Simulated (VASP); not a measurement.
# CaSe (Fm-3m) in VASP: single point with LDA

Aim: the single point of CaSe with LDA.

All numbers are computed with VASP 6.6.1; they aren't measurements. Logs are shortened: lines on timing, memory, paths and dates and some standing lists are left out, and cuts for length are marked.

## (1) The cell of the first run

The structure is cubic, space group Fm-3m (No. 225). The conventional cell has a = 5.912 Å, b = 5.912 Å, c = 5.912 Å, α = 90.00°, β = 90.00°, γ = 90.00°. Ca (site symmetry m-3m) has 6 Se at 2.96 Å within 3.9 Å. Se (site symmetry m-3m) has 6 Ca at 2.96 Å within 3.9 Å.

## (2) Single point, LDA

Contents of INCAR:

```
ALGO = Normal
EDIFF = 1E-6
ENCUT = 520
GGA = CA
ISIF = 2
ISMEAR = -1
LASPH = True
LCHARG = True
LELF = True
LREAL = False
LVHAR = True
LWAVE = False
NBANDS = 15
NELM = 100
PREC = Accurate
SIGMA = 0.01
```

Contents of KPOINTS:

```
k-points
0
Gamma
  2 2 2
```

Contents of POSCAR:

```
CaSe
1.0
    4.1804150000      0.0000000000      0.0000000000
    2.0902075000      3.6203455884      0.0000000000
    2.0902075000      1.2067818628      3.4132945544
Ca Se
1 1
Direct
    0.0000000000      0.0000000000      0.0000000000
    0.5000000000      0.5000000000      0.5000000000
```

Potentials or basis: VASP PAW LDA potentials, release 64 (Ca_sv, Se).

Started as:

```console
cat potpaw_LDA.64/Ca_sv/POTCAR potpaw_LDA.64/Se/POTCAR > POTCAR
mpirun -np 1 vasp_std > vasp.out
```

OUTCAR:

```text
EDIFF = 1E-6
   ENCUT = 520
   GGA = CA
   ISIF = 2
   ISMEAR = -1
   LASPH = True
   LREAL = False
   NELM = 100
   PREC = Accurate

 ion  position               nearest neighbor table
   1  0.000  0.000  0.000-   2 2.96   2 2.96   2 2.96   2 2.96   2 2.96   2 2.96
   2  0.500  0.500  0.500-   1 2.96   1 2.96   1 2.96   1 2.96   1 2.96   1 2.96

  LATTYP: Found a face centered cubic cell.
 ALAT       =     5.9119995894

  Lattice vectors:

 A1 = (   4.1804150000,   0.0000000000,   0.0000000000)
 A2 = (   2.0902075000,   3.6203455884,   0.0000000000)
 A3 = (   2.0902075000,   1.2067818628,   3.4132945544)

Analysis of symmetry for initial positions (statically):
=====================================================================
 Subroutine PRICEL returns:
 Original cell was already a primitive cell.

 Routine SETGRP: Setting up the symmetry group for a
 face centered cubic supercell.

 Subroutine GETGRP returns: Found 48 space group operations
 (whereof 48 operations were pure point group operations)
 out of a pool of 48 trial point group operations.

The static configuration has the point symmetry O_h .

Analysis of symmetry for dynamics (positions and initial velocities):
=====================================================================
 Subroutine PRICEL returns:
 Original cell was already a primitive cell.

 Routine SETGRP: Setting up the symmetry group for a
 face centered cubic supercell.

 Subroutine GETGRP returns: Found 48 space group operations
 (whereof 48 operations were pure point group operations)
 out of a pool of 48 trial point group operations.

The dynamic configuration has the point symmetry O_h .

 Subroutine INISYM returns: Found 48 space group operations
 (whereof 48 operations are pure point group operations),
 and found     1 'primitive' translations

----------------------------------------------------------------------------------------

                                     Primitive cell

  volume of cell :      51.6587

  direct lattice vectors                    reciprocal lattice vectors
     4.180415000  0.000000000  0.000000000     0.239210700 -0.138108362 -0.097657359
     2.090207500  3.620345588  0.000000000     0.000000000  0.276216725 -0.097657359
     2.090207500  1.206781863  3.413294554     0.000000000  0.000000000  0.292972078

  length of vectors
     4.180415000  4.180415000  4.180415000     0.292972078  0.292972078  0.292972078

  position of ions in fractional coordinates (direct lattice)
     0.000000000  0.000000000  0.000000000
     0.500000000  0.500000000  0.500000000

  ion indices of the primitive-cell ions
   primitive index   ion index
                 1           1
                 2           2

----------------------------------------------------------------------------------------

 KPOINTS: k-points

Automatic generation of k-mesh.
 Grid dimensions read from file:
 generate k-points for:    2    2    2

 Generating k-lattice:

  Cartesian coordinates                     Fractional coordinates (reciprocal lattice)
     0.119605350 -0.069054181 -0.048828680     0.500000000 -0.000000000 -0.000000000
     0.000000000  0.138108362 -0.048828680     0.000000000  0.500000000  0.000000000
     0.000000000  0.000000000  0.146486039     0.000000000  0.000000000  0.500000000

  Length of vectors
     0.146486039  0.146486039  0.146486039

  Shift w.r.t. Gamma in fractional coordinates (k-lattice)
     0.000000000  0.000000000  0.000000000

 Subroutine IBZKPT returns following result:
 ===========================================

 Found      3 irreducible k-points:

 Following reciprocal coordinates:
            Coordinates               Weight
  0.000000  0.000000  0.000000      1.000000
  0.500000 -0.000000  0.000000      4.000000
  0.500000  0.500000 -0.000000      3.000000
   k-points           NKPTS =      3   k-points in BZ     NKDIM =      3   number of bands    NBANDS=     15
   number of dos      NEDOS =    301   number of ions     NIONS =      2
   total plane-waves  NPLWV =  32768
   dimension x,y,z NGX =    32 NGY =   32 NGZ =   32
   dimension x,y,z NGXF=    64 NGYF=   64 NGZF=   64
   ions per type =               1   1
   NGX,Y,Z   is equivalent  to a cutoff of  12.73, 12.73, 12.73 a.u.
   NGXF,Y,Z  is equivalent  to a cutoff of  25.45, 25.45, 25.45 a.u.
 SYSTEM =  unknown system
   PREC   = accura    normal or accurate (medium, high low for compatibility)
   ISTART =      0    job   : 0-new  1-cont  2-samecut
   ICHARG =      2    charge: 1-file 2-atom 10-const
   ISPIN  =      1    spin polarized calculation?
   LNONCOLLINEAR =      F non collinear calculations
   LSORBIT =      F    spin-orbit coupling
   LASPH  =      T    aspherical Exc in radial PAW
   ENCUT  =  520.0 eV  38.22 Ry    6.18 a.u.   7.77  7.77  7.77*2*pi/ulx,y,z
   NELM   =    100;   NELMIN=  2; NELMDL= -5     # of ELM steps
   EDIFF  = 0.1E-05   stopping-criterion for ELM
   LREAL  =      F    real-space projection
   EDIFFG = 0.1E-04   stopping-criterion for IOM
   NSW    =      0    number of steps for IOM
   IBRION =     -1    ionic relax: 0-MD 1-quasi-New 2-CG
   NFREE  =      0    steps in history (QN), initial steepest desc. (CG)
   ISIF   =      2    stress and relaxation
   ISYM   =      2    0-nonsym 1-usesym 2-fastsym
   POTIM  = 0.5000    time-step for ionic-motion
   TEBEG  =    0.0;   TEEND  =   0.0 temperature during run
   PSTRESS=    0.0 pullay stress
   NELECT =      16.0000    total number of electrons
   NUPDOWN=      -1.0000    fix difference up-down
   EMIN   =  10.00;   EMAX   =-10.00  energy-range for DOS
   EFERMI =   0.00;   METHOD = LEGACY
   ISMEAR =    -1;   SIGMA  =   0.01  broadening in eV -4-tet -1-fermi 0-gaus
   EFERMI_NEDOS =   21; number of points for ismear=-14 and -15
   IALGO  =     38    algorithm
   IMIX   =      4    mixing-type and parameters
     AMIX     =   0.40;   BMIX     =  1.00
     AMIX_MAG =   1.60;   BMIX_MAG =  1.00
  volume/ion in A,a.u.               =      25.83       174.30
  Fermi-wavevector in a.u.,A,eV,Ry     =   1.107645  2.093145 16.692668  1.226877
  Thomas-Fermi vector in A             =   2.244162
   LORBIT       =      0    0 simple, 1 ext, 2 COOP (PROOUT), +10 PAW based schemes
   GGA     = CA    functional components
   LHFCALC =     F    Hartree Fock is set to
   AEXX    =    0.0000 exact exchange contribution
   IVDW    =     0    specifies the selected vdW correction
   LEPSILON=     F    determine dielectric tensor
   LRPA    =     F    only Hartree local field effects (RPA)
 non-spin polarized calculation
  energy-cutoff  :      520.00
  volume of cell :       51.66
 maximum number of plane-waves:      1411
 NGX is ok and might be reduce to    32
   NGX = 15   NGY = 15   NGZ = 15

 number of electron      15.9999999 magnetization

 Free energy of the ion-electron system (eV)
  ---------------------------------------------------
  ext. energy  EPLUGINS =         0.00000000
  ---------------------------------------------------
  free energy    TOTEN  =        -9.80696174 eV

  energy without entropy =       -9.80696174  energy(sigma->0) =       -9.80696174

 E-fermi :   2.8586     XC(G=0):  -9.4484

 val. band max:        2.6181430205   @ k =   0.0000   0.0000   0.0000
 cond. band min:       4.2220707605   @ k =   0.5000   0.5000  -0.0000
 fundamental gap:      1.6039277399
 Fermi energy:         2.8586003826

 k-point     1 :       0.0000    0.0000    0.0000
  band No.  band energies     occupation
      1     -36.9993      2.00000
      2     -18.2873      2.00000
      3     -18.2873      2.00000
      4     -18.2873      2.00000
      5      -9.1926      2.00000
      6       2.6181      2.00000
      7       2.6181      2.00000
      8       2.6181      2.00000
      9       5.5765      0.00000
     10       5.8850      0.00000
     11       5.8850      0.00000
     12       5.8850      0.00000
     13       6.4992      0.00000
     14       6.4992      0.00000
     15      11.9673      0.00000

 k-point     2 :       0.5000   -0.0000    0.0000
  band No.  band energies     occupation
      1     -36.9919      2.00000
      2     -18.4066      2.00000
      3     -18.2958      2.00000
      4     -18.2958      2.00000
      5      -8.4580      2.00000
      6      -0.8458      2.00000
      7       1.3234      2.00000
      8       1.3234      2.00000
      9       6.7999      0.00000
     10       7.6601      0.00000
     11       7.6601      0.00000
     12       7.6654      0.00000
     13       9.8122      0.00000
     14       9.8122      0.00000
     15      10.3904      0.00000

 k-point     3 :       0.5000    0.5000   -0.0000
  band No.  band energies     occupation
      1     -36.9895      2.00000
      2     -18.3745      2.00000
      3     -18.3222      2.00000
      4     -18.3222      2.00000
      5      -8.5845      2.00000
      6      -0.0242      2.00000
      7       1.6353      2.00000
      8       1.6353      2.00000
      9       4.2221      0.00000
     10       7.2500      0.00000
     11       7.2633      0.00000
     12       8.1890      0.00000
     13       8.1890      0.00000
     14       8.2406      0.00000
     15      12.4982      0.00000

------------------------ aborting loop because EDIFF is reached ----------------------------------------

  FORCE on cell =-STRESS in cart. coord.  units (eV):
  Direction    XX          YY          ZZ          XY          YZ          ZX
  --------------------------------------------------------------------------------------
  -------------------------------------------------------------------------------------
  Total        0.1605393      0.1605393      0.1605393      0.0000000      0.0000000      0.0000000
  in kB        4.9790747      4.9790747      4.9790747      0.0000000      0.0000000      0.0000000
  external PRESSURE =       4.9790747 kB  Pullay stress =       0.0000000 kB

 VOLUME and BASIS-vectors are now :
 -----------------------------------------------------------------------------
  energy-cutoff  :      520.00
  volume of cell :       51.66
      direct lattice vectors                 reciprocal lattice vectors
     4.180415000  0.000000000  0.000000000     0.239210700 -0.138108362 -0.097657359
     2.090207500  3.620345588  0.000000000     0.000000000  0.276216725 -0.097657359
     2.090207500  1.206781863  3.413294554     0.000000000  0.000000000  0.292972078

 POSITION                                       TOTAL-FORCE (eV/Angst)
 -----------------------------------------------------------------------------------
      0.00000      0.00000      0.00000        -0.000000      0.000000      0.000000
      4.18041      2.41356      1.70665         0.000000      0.000000      0.000000
 -----------------------------------------------------------------------------------
    total drift:                               -0.000000      0.000000      0.000000

  FREE ENERGIE OF THE ION-ELECTRON SYSTEM (eV)
  ---------------------------------------------------
  free  energy   TOTEN  =        -9.8069617397 eV

  energy  without entropy=       -9.8069617397  energy(sigma->0) =       -9.80696174
```

It took 2.9 s on 1 thread of Intel Xeon Platinum 8375C at 2.90GHz (Ice Lake), shared host; peak memory 0.14 GiB.

What came out:

```
Free energy            : -9.8070 eV
Pressure               : 0.5 GPa
Band gap on the k mesh : 1.60 eV, indirect (least direct gap 2.59 eV)
```

Caveat: the k points lie up to 0.92 Å⁻¹ apart.
